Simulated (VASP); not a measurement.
Here is a VASP 6.6.1 calculation.

File INCAR:

```
PREC = Accurate ; ENCUT = 600
EDIFF = 1E-6 ; ISMEAR = 0
SIGMA = 0.1 ; LREAL = False
LASPH = True ; NELM = 80
ALGO = Normal ; ISIF = 3
LWAVE = False ; LCHARG = False
GGA = PE ; IBRION = 2
NSW = 100 ; EDIFFG = -0.01
```

File KPOINTS:

```
Automatic mesh
0
Gamma
  6 6 12
```

The input POSCAR:

```
SiTe4H
1.0
    7.6211353838      0.0000000000      0.0000000000
    0.0000000000      7.6211353838      0.0000000000
    0.0000000000      0.0000000000      3.0941172548
Si Te H
1 4 1
Direct
    0.0000000000      0.0000000000      0.0000000000
    0.1859158958      0.5000000000      0.5000000000
    0.8140841042      0.5000000000      0.5000000000
    0.5000000000      0.8140841042      0.5000000000
    0.5000000000      0.1859158958      0.5000000000
    0.5000000000      0.5000000000      0.5000000000
```

Potentials or basis: VASP PAW PBE potentials, release 64 (Si, Te, H).

The run is started by

```bash
$ cat potpaw_PBE.64/Si/POTCAR potpaw_PBE.64/Te/POTCAR potpaw_PBE.64/H/POTCAR > POTCAR
$ mpirun -np 1 vasp_std > vasp.out
```

Question: What does it give for the relaxed cell?

Answer: a = 7.644 Å, b = 7.644 Å, c = 3.043 Å, α = 90.00°, β = 90.00°, γ = 90.00°.

Question: Predict the space group after relaxing (to 0.1 Å).

Answer: P4/mmm (No. 123).

Question: What does it give for the band gap on the k mesh?

Answer: Zero (an odd number of electrons rules out a gap without spin polarisation).

Question: Predict the relaxed volume.

Answer: 29.63 Å³/atom.

Final structure:
```cif
data_structure
_symmetry_space_group_name_H-M 'P 1'
_symmetry_Int_Tables_number 1
_cell_length_a 7.6442
_cell_length_b 7.6442
_cell_length_c 3.0427
_cell_angle_alpha 90.000
_cell_angle_beta 90.000
_cell_angle_gamma 90.000
_cell_volume 177.79
loop_
_atom_site_label
_atom_site_type_symbol
_atom_site_fract_x
_atom_site_fract_y
_atom_site_fract_z
_atom_site_occupancy
Si1 Si 0.00000 0.00000 0.00000 1
Te1 Te 0.18924 0.50000 0.50000 1
Te2 Te 0.81076 0.50000 0.50000 1
Te3 Te 0.50000 0.81076 0.50000 1
Te4 Te 0.50000 0.18924 0.50000 1
H1 H 0.50000 0.50000 0.50000 1
```

Caveat: spin-orbit coupling is left out, which moves the levels of the heavy elements; an odd number of electrons without spin polarisation forces a metal; a magnetic or distorted state may lie lower.
